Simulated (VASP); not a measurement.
# Rb (Fd-3m) in VASP: notebook

Runs on Rb. Level: LDA. Tasks: single point.

All numbers are computed with VASP 6.6.1; they aren't measurements. Logs are shortened: lines on timing, memory, paths and dates and some standing lists are left out, and cuts for length are marked.

### 1 The cell of the first run

It takes space group Fd-3m (No. 227, cubic). The conventional cell has a = 7.526 Å, b = 7.526 Å, c = 7.526 Å, α = 90.00°, β = 90.00°, γ = 90.00°. Rb (site symmetry -43m) has 4 Rb at 3.26 Å within 4.3 Å.

### 2 Single point, LDA (volume scaled by 0.45)

INCAR

```
SYSTEM = Rb
PREC     = Accurate       ! precision mode
ENCUT    = 520            ! plane-wave cutoff, eV
EDIFF    = 1E-7           ! SCF threshold, eV
ISMEAR   = -1             ! smearing method
SIGMA    = 0.08           ! smearing width, eV
LREAL    = .False.        ! projectors in reciprocal space
LASPH    = .True.         ! aspherical terms in the spheres
NELM     = 100            ! most SCF steps
ALGO     = Normal         ! electronic algorithm
ISIF     = 2              ! what is computed and relaxed
LWAVE    = .False.        ! write WAVECAR
LCHARG   = .True.         ! write CHGCAR
GGA      = CA             ! functional
LELF     = .True.         ! ELF
LVHAR    = .True.       
NBANDS   = 16             ! bands
```

KPOINTS

```
regular mesh
0
Gamma
  7 7 7
  0 0 0
```

POSCAR

```
Rb
1.0
    0.0000000000      3.7631935610      3.7631935610
    3.7631935610      0.0000000000      3.7631935610
    3.7631935610      3.7631935610      0.0000000000
Rb
2
Direct
   -0.1250000000     -0.1250000000     -0.1250000000
    0.1250000000      0.1250000000      0.1250000000
```

Potentials or basis: VASP PAW LDA potentials, release 64 (Rb_sv).

On the command line:

```console
> cat potpaw_LDA.64/Rb_sv/POTCAR > POTCAR
> mpirun -np 1 vasp_std > vasp.out
```

OUTCAR:

```text
SYSTEM = Rb
   PREC = Accurate
   ENCUT = 520
   EDIFF = 1E-7
   ISMEAR = -1
   LREAL = .False.
   LASPH = .True.
   NELM = 100
   ISIF = 2
   GGA = CA

 ion  position               nearest neighbor table
   1  0.875  0.875  0.875-   2 3.26   2 3.26   2 3.26   2 3.26
   2  0.125  0.125  0.125-   1 3.26   1 3.26   1 3.26   1 3.26

  LATTYP: Found a face centered cubic cell.
 ALAT       =     7.5263871220

  Lattice vectors:

 A1 = (   0.0000000000,   3.7631935610,   3.7631935610)
 A2 = (   3.7631935610,   0.0000000000,   3.7631935610)
 A3 = (   3.7631935610,   3.7631935610,   0.0000000000)

Analysis of symmetry for initial positions (statically):
[... 5 lines left out ...]
 face centered cubic supercell.

 Subroutine GETGRP returns: Found 48 space group operations
 (whereof 12 operations were pure point group operations)
 out of a pool of 48 trial point group operations.

The static configuration has the point symmetry D_3d.
 The point group associated with its full space group is O_h .

Analysis of symmetry for dynamics (positions and initial velocities):
[... 5 lines left out ...]
 face centered cubic supercell.

 Subroutine GETGRP returns: Found 48 space group operations
 (whereof 12 operations were pure point group operations)
 out of a pool of 48 trial point group operations.

The dynamic configuration has the point symmetry D_3d.
 The point group associated with its full space group is O_h .

 Subroutine INISYM returns: Found 48 space group operations
 (whereof 12 operations are pure point group operations),
 and found     1 'primitive' translations

----------------------------------------------------------------------------------------

                                     Primitive cell

  volume of cell :     106.5859

  direct lattice vectors                    reciprocal lattice vectors
     0.000000000  3.763193561  3.763193561    -0.132865874  0.132865874  0.132865874
     3.763193561  0.000000000  3.763193561     0.132865874 -0.132865874  0.132865874
     3.763193561  3.763193561  0.000000000     0.132865874  0.132865874 -0.132865874

  length of vectors
     5.321959372  5.321959372  5.321959372     0.230130444  0.230130444  0.230130444

  position of ions in fractional coordinates (direct lattice)
     0.875000000  0.875000000  0.875000000
     0.125000000  0.125000000  0.125000000

  ion indices of the primitive-cell ions
   primitive index   ion index
                 1           1
                 2           2

----------------------------------------------------------------------------------------

 KPOINTS: regular mesh

Automatic generation of k-mesh.
 Grid dimensions read from file:
 generate k-points for:    7    7    7

 Generating k-lattice:

  Cartesian coordinates                     Fractional coordinates (reciprocal lattice)
    -0.018980839  0.018980839  0.018980839     0.142857143  0.000000000  0.000000000
     0.018980839 -0.018980839  0.018980839     0.000000000  0.142857143  0.000000000
     0.018980839  0.018980839 -0.018980839     0.000000000  0.000000000  0.142857143

  Length of vectors
     0.032875778  0.032875778  0.032875778

  Shift w.r.t. Gamma in fractional coordinates (k-lattice)
     0.000000000  0.000000000  0.000000000

 Subroutine IBZKPT returns following result:
 ===========================================

 Found     20 irreducible k-points:

 Following reciprocal coordinates:
            Coordinates               Weight
  0.000000  0.000000  0.000000      1.000000
  0.142857  0.000000  0.000000      8.000000
  0.285714  0.000000  0.000000      8.000000
  0.428571  0.000000  0.000000      8.000000
  0.142857  0.142857  0.000000      6.000000
  0.285714  0.142857  0.000000     24.000000
[... 12 lines left out ...]
 -0.428571  0.428571  0.142857     24.000000
 -0.285714  0.428571  0.142857     24.000000
   k-points           NKPTS =     20   k-points in BZ     NKDIM =     20   number of bands    NBANDS=     16
   number of dos      NEDOS =    301   number of ions     NIONS =      2
   total plane-waves  NPLWV =  64000
   dimension x,y,z NGX =    40 NGY =   40 NGZ =   40
   dimension x,y,z NGXF=    80 NGYF=   80 NGZF=   80
   ions per type =               2
   NGX,Y,Z   is equivalent  to a cutoff of  12.50, 12.50, 12.50 a.u.
   NGXF,Y,Z  is equivalent  to a cutoff of  24.99, 24.99, 24.99 a.u.
 SYSTEM =  Rb
   PREC   = accura    normal or accurate (medium, high low for compatibility)
   ISTART =      0    job   : 0-new  1-cont  2-samecut
   ICHARG =      2    charge: 1-file 2-atom 10-const
   ISPIN  =      1    spin polarized calculation?
   LNONCOLLINEAR =      F non collinear calculations
   LSORBIT =      F    spin-orbit coupling
   LASPH  =      T    aspherical Exc in radial PAW
   ENCUT  =  520.0 eV  38.22 Ry    6.18 a.u.   9.90  9.90  9.90*2*pi/ulx,y,z
   NELM   =    100;   NELMIN=  2; NELMDL= -5     # of ELM steps
   EDIFF  = 0.1E-06   stopping-criterion for ELM
   LREAL  =      F    real-space projection
   EDIFFG = 0.1E-05   stopping-criterion for IOM
   NSW    =      0    number of steps for IOM
   IBRION =     -1    ionic relax: 0-MD 1-quasi-New 2-CG
   NFREE  =      0    steps in history (QN), initial steepest desc. (CG)
   ISIF   =      2    stress and relaxation
   ISYM   =      2    0-nonsym 1-usesym 2-fastsym
   POTIM  = 0.5000    time-step for ionic-motion
   TEBEG  =    0.0;   TEEND  =   0.0 temperature during run
   PSTRESS=    0.0 pullay stress
   NELECT =      18.0000    total number of electrons
   NUPDOWN=      -1.0000    fix difference up-down
   EMIN   =  10.00;   EMAX   =-10.00  energy-range for DOS
   EFERMI =   0.00;   METHOD = LEGACY
   ISMEAR =    -1;   SIGMA  =   0.08  broadening in eV -4-tet -1-fermi 0-gaus
   EFERMI_NEDOS =   21; number of points for ismear=-14 and -15
   IALGO  =     38    algorithm
   IMIX   =      4    mixing-type and parameters
     AMIX     =   0.40;   BMIX     =  1.00
     AMIX_MAG =   1.60;   BMIX_MAG =  1.00
  volume/ion in A,a.u.               =      53.29       359.64
  Fermi-wavevector in a.u.,A,eV,Ry     =   0.904897  1.710007 11.140973  0.818838
  Thomas-Fermi vector in A             =   2.028399
   LORBIT       =      0    0 simple, 1 ext, 2 COOP (PROOUT), +10 PAW based schemes
   GGA     = CA    functional components
   LHFCALC =     F    Hartree Fock is set to
   AEXX    =    0.0000 exact exchange contribution
   IVDW    =     0    specifies the selected vdW correction
   LEPSILON=     F    determine dielectric tensor
   LRPA    =     F    only Hartree local field effects (RPA)
 non-spin polarized calculation
  energy-cutoff  :      520.00
  volume of cell :      106.59
 maximum number of plane-waves:      2883
   NGX = 19   NGY = 19   NGZ = 19

 number of electron      18.0000000 magnetization

 Free energy of the ion-electron system (eV)
  ---------------------------------------------------
  ext. energy  EPLUGINS =         0.00000000
  ---------------------------------------------------
  free energy    TOTEN  =        -0.82147904 eV

  energy without entropy =       -0.77225322  energy(sigma->0) =       -0.79686613

 E-fermi :   1.2945     XC(G=0):  -7.1974

 val. band max:        1.2531396888   @ k =  -0.4286   0.4286   0.0000
 cond. band min:       1.3497961842   @ k =  -0.4286   0.1429   0.0000
 fundamental gap:      0.0966564954
 Fermi energy:         1.2945012969

 k-point     1 :       0.0000    0.0000    0.0000
  band No.  band energies     occupation
      1     -28.4007      2.00000
      2     -27.9420      2.00000
      3     -12.8087      2.00000
      4     -12.8087      2.00000
      5     -12.8087      2.00000
      6     -11.9445      2.00000
[... 8 lines left out ...]
     15       4.9879      0.00000
     16       4.9879      0.00000

 k-point     2 :       0.1429    0.0000    0.0000
  band No.  band energies     occupation
      1     -28.3844      2.00000
      2     -27.9594      2.00000
      3     -12.8347      2.00000
      4     -12.8347      2.00000
      5     -12.8195      2.00000
      6     -11.9404      2.00000
[... 8 lines left out ...]
     15       4.3613      0.00000
     16       4.9420      0.00000

 k-point     3 :       0.2857    0.0000    0.0000
  band No.  band energies     occupation
      1     -28.3418      2.00000
      2     -28.0045      2.00000
      3     -12.8878      2.00000
      4     -12.8878      2.00000
      5     -12.8481      2.00000
      6     -11.9250      2.00000
[... 8 lines left out ...]
     15       4.5259      0.00000
     16       5.3436      0.00000

 k-point     4 :       0.4286    0.0000    0.0000
  band No.  band energies     occupation
      1     -28.2969      2.00000
      2     -28.0515      2.00000
      3     -12.9263      2.00000
      4     -12.9263      2.00000
      5     -12.8744      2.00000
      6     -11.9071      2.00000
[... 8 lines left out ...]
     15       4.2974      0.00000
     16       6.0932      0.00000

 k-point     5 :       0.1429    0.1429    0.0000
  band No.  band energies     occupation
      1     -28.3787      2.00000
      2     -27.9655      2.00000
      3     -12.8663      2.00000
      4     -12.8663      2.00000
      5     -12.7687      2.00000
      6     -11.9975      2.00000
[... 8 lines left out ...]
     15       4.3867      0.00000
     16       4.8331      0.00000

 k-point     6 :       0.2857    0.1429    0.0000
  band No.  band energies     occupation
      1     -28.3436      2.00000
      2     -28.0027      2.00000
      3     -12.9298      2.00000
      4     -12.9201      2.00000
      5     -12.7439      2.00000
      6     -12.0303      2.00000
[... 8 lines left out ...]
     15       4.7648      0.00000
     16       4.9463      0.00000
[... 191 lines left out ...]
 k-point    17 :       0.4286    0.2857    0.1429
  band No.  band energies     occupation
      1     -28.3028      2.00000
      2     -28.0454      2.00000
      3     -13.0138      2.00000
      4     -12.9536      2.00000
      5     -12.6811      2.00000
      6     -12.0972      2.00000
[... 8 lines left out ...]
     15       4.9040      0.00000
     16       4.9586      0.00000

 k-point    18 :      -0.4286    0.2857    0.1429
  band No.  band energies     occupation
      1     -28.2558      2.00000
      2     -28.0939      2.00000
      3     -13.0658      2.00000
      4     -12.9887      2.00000
      5     -12.6275      2.00000
      6     -12.1465      2.00000
[... 8 lines left out ...]
     15       5.1112      0.00000
     16       5.3734      0.00000

 k-point    19 :      -0.4286    0.4286    0.1429
  band No.  band energies     occupation
      1     -28.2211      2.00000
      2     -28.1293      2.00000
      3     -13.0660      2.00000
      4     -13.0431      2.00000
      5     -12.4988      2.00000
      6     -12.2914      2.00000
[... 8 lines left out ...]
     15       5.0107      0.00000
     16       5.3539      0.00000

 k-point    20 :      -0.2857    0.4286    0.1429
  band No.  band energies     occupation
      1     -28.2070      2.00000
      2     -28.1435      2.00000
      3     -13.0867      2.00000
      4     -13.0349      2.00000
      5     -12.4929      2.00000
      6     -12.2848      2.00000
[... 8 lines left out ...]
     15       5.2187      0.00000
     16       5.2970      0.00000

------------------------ aborting loop because EDIFF is reached ----------------------------------------

  FORCE on cell =-STRESS in cart. coord.  units (eV):
  Direction    XX          YY          ZZ          XY          YZ          ZX
  --------------------------------------------------------------------------------------
  -------------------------------------------------------------------------------------
  Total        2.0506145      2.0506145      2.0506145      0.0000000      0.0000000     -0.0000000
  in kB       30.8244214     30.8244214     30.8244214      0.0000000      0.0000000     -0.0000000
  external PRESSURE =      30.8244214 kB  Pullay stress =       0.0000000 kB

 VOLUME and BASIS-vectors are now :
 -----------------------------------------------------------------------------
  energy-cutoff  :      520.00
  volume of cell :      106.59
      direct lattice vectors                 reciprocal lattice vectors
     0.000000000  3.763193561  3.763193561    -0.132865874  0.132865874  0.132865874
     3.763193561  0.000000000  3.763193561     0.132865874 -0.132865874  0.132865874
     3.763193561  3.763193561  0.000000000     0.132865874  0.132865874 -0.132865874

 POSITION                                       TOTAL-FORCE (eV/Angst)
 -----------------------------------------------------------------------------------
      6.58559      6.58559      6.58559        -0.000000     -0.000000     -0.000000
      0.94080      0.94080      0.94080         0.000000      0.000000      0.000000
 -----------------------------------------------------------------------------------
    total drift:                                0.000000      0.000000     -0.000000

  FREE ENERGIE OF THE ION-ELECTRON SYSTEM (eV)
  ---------------------------------------------------
  free  energy   TOTEN  =        -0.8214790401 eV

  energy  without entropy=       -0.7722532231  energy(sigma->0) =       -0.79686613
```

Run time: 16 s. Hardware: 1 thread of Intel Xeon 6975P-C (Granite Rapids), shared host; peak memory 0.2 GiB.

What came out:

| Item | Value |
| --- | --- |
| Free energy | -0.8215 eV |
| Pressure | 3.1 GPa |
| Band gap on the k mesh | 0.10 eV, indirect (the least direct gap lies 0.4 meV higher) |

Levels at points of the mesh, in eV from the valence-band top:
```tsv
k point	band 6	band 7	band 8	band 9	band 10	band 11	band 12	band 13
(0.00, 0.00, 0.00)	-13.20	-13.20	-13.20	-2.46	1.94	1.94	2.71	2.71
```

 A k mesh can miss the band edges.

### 3 Single point, LDA (volume scaled by 0.55)

INCAR

```
ALGO = Normal
EDIFF = 1E-6
ENCUT = 520
ISIF = 2
ISMEAR = -1
LASPH = True
LCHARG = False
LREAL = False
LWAVE = False
NBANDS = 16
NELM = 80
PREC = Accurate
SIGMA = 0.08
```

KPOINTS

```
k-points
0
Gamma
  7 7 7
```

POSCAR

```
Rb
1.0
    0.0000000000      4.0235241792      4.0235241792
    4.0235241792      0.0000000000      4.0235241792
    4.0235241792      4.0235241792      0.0000000000
Rb
2
Direct
   -0.1250000000     -0.1250000000     -0.1250000000
    0.1250000000      0.1250000000      0.1250000000
```

Potentials or basis: VASP PAW LDA potentials, release 64 (Rb_sv).

On the command line:

```console
> cat potpaw_LDA.64/Rb_sv/POTCAR > POTCAR
> mpirun -np 1 vasp_std > vasp.out
```

It took 19 s on 1 thread of Intel Xeon 6975P-C (Granite Rapids), shared host; peak memory 0.2 GiB.

The run converged. Its results:

* Free energy: -1.1673 eV
* Pressure: 1.8 GPa
* Band gap on the k mesh: zero (band 9 reaches 0.81 eV, above the bottom of band 10 at 0.70 eV)

Levels at points of the mesh, in eV from the Fermi level:
```
           k point  band 7  band 8  band 9  band 10  band 11  band 12
(0.00, 0.00, 0.00)  -13.34  -13.34   -2.43     1.93     1.93     2.42
```

### 4 Single point, LDA (volume scaled by 0.55)

INCAR

```
PREC     = Accurate       # precision mode
ENCUT    = 520            # plane-wave cutoff, eV
EDIFF    = 1E-7           # SCF threshold, eV
ISMEAR   = -1             # smearing method
SIGMA    = 0.08           # smearing width, eV
LREAL    = False          # projectors in reciprocal space
LASPH    = True           # aspherical terms in the spheres
NELM     = 60             # most SCF steps
ALGO     = Normal         # electronic algorithm
ISIF     = 2              # what is computed and relaxed
LWAVE    = False          # write WAVECAR
LCHARG   = True           # write CHGCAR
GGA      = CA             # functional
LELF     = True           # ELF
LVHAR    = True         
NBANDS   = 16             # bands
```

KPOINTS

```
Automatic mesh
0
Gamma
  7 7 7
```

POSCAR is that of step 3.

On the command line:

```console
> cat potpaw_LDA.64/Rb_sv/POTCAR > POTCAR
> mpirun -np 1 vasp_std > vasp.out
```

Wall time 22 s (1 thread of Intel Xeon 6975P-C (Granite Rapids), shared host); peak memory 0.2 GiB.

It converged, with:

```
Free energy            : -1.1673 eV
Pressure               : 1.8 GPa
Band gap on the k mesh : zero (band 9 reaches 0.81 eV, above the bottom of band 10 at 0.70 eV)
```

Levels at points of the mesh, in eV from the Fermi level:
| k point | band 5 | band 6 | band 7 | band 8 | band 9 | band 10 | band 11 | band 12 | band 13 | band 14 |
| --- | --- | --- | --- | --- | --- | --- | --- | --- | --- | --- |
| (0.00, 0.00, 0.00) | -13.91 | -13.34 | -13.34 | -13.34 | -2.43 | 1.93 | 1.93 | 2.42 | 2.42 | 2.42 |

### 5 Single point, LDA (volume scaled by 0.75)

INCAR

```
SYSTEM = Rb
ALGO = Normal ; EDIFF = 1E-6
ENCUT = 520 ; GGA = CA
ISIF = 2 ; ISMEAR = -1
LASPH = .TRUE. ; LCHARG = .FALSE.
LREAL = .FALSE. ; LWAVE = .FALSE.
NBANDS = 16 ; NELM = 60
PREC = Accurate ; SIGMA = 0.08
```

KPOINTS

```
k-points
0
G
  7 7 7
  0 0 0
```

POSCAR

```
Rb
1.0
    0.0000000000      4.4617593269      4.4617593269
    4.4617593269      0.0000000000      4.4617593269
    4.4617593269      4.4617593269      0.0000000000
Rb
2
Direct
   -0.1250000000     -0.1250000000     -0.1250000000
    0.1250000000      0.1250000000      0.1250000000
```

On the command line:

```console
> cat potpaw_LDA.64/Rb_sv/POTCAR > POTCAR
> mpirun -np 1 vasp_std > vasp.out
```

Run time: 25 s. Hardware: 1 thread of Intel Xeon 6975P-C (Granite Rapids), shared host; peak memory 0.25 GiB.

Results (log left out):

```yaml
Free_energy: -1.4859 eV
Pressure: 0.6 GPa
Band_gap_on_the_k_mesh: zero (band 9 reaches 0.09 eV, above the bottom of band 10 at -0.04 eV)
```

Levels at points of the mesh, in eV from the Fermi level:
```
           k point  band 6  band 7  band 8  band 9  band 10  band 11  band 12  band 13
(0.00, 0.00, 0.00)  -13.33  -13.33  -13.33   -2.12     2.06     2.06     2.20     2.20
```

### 6 The runs side by side

```tsv
cell	gap on the mesh (eV)	pressure (GPa)
a = 5.322 Å, angles 60.0°, 2 atoms	0.10	3.1
a = 5.690 Å, angles 60.0°, 2 atoms	none	1.8
a = 6.310 Å, angles 60.0°, 2 atoms	none	0.6
```

Alike in all rows: task single point; level LDA; potentials or basis VASP PAW LDA potentials, release 64 (Rb_sv); no spin polarisation; k mesh 7 × 7 × 7; cutoff (eV) 520; smearing fermi-dirac 0.08 eV.

Absolute energies hang on the potentials; compare differences alone.
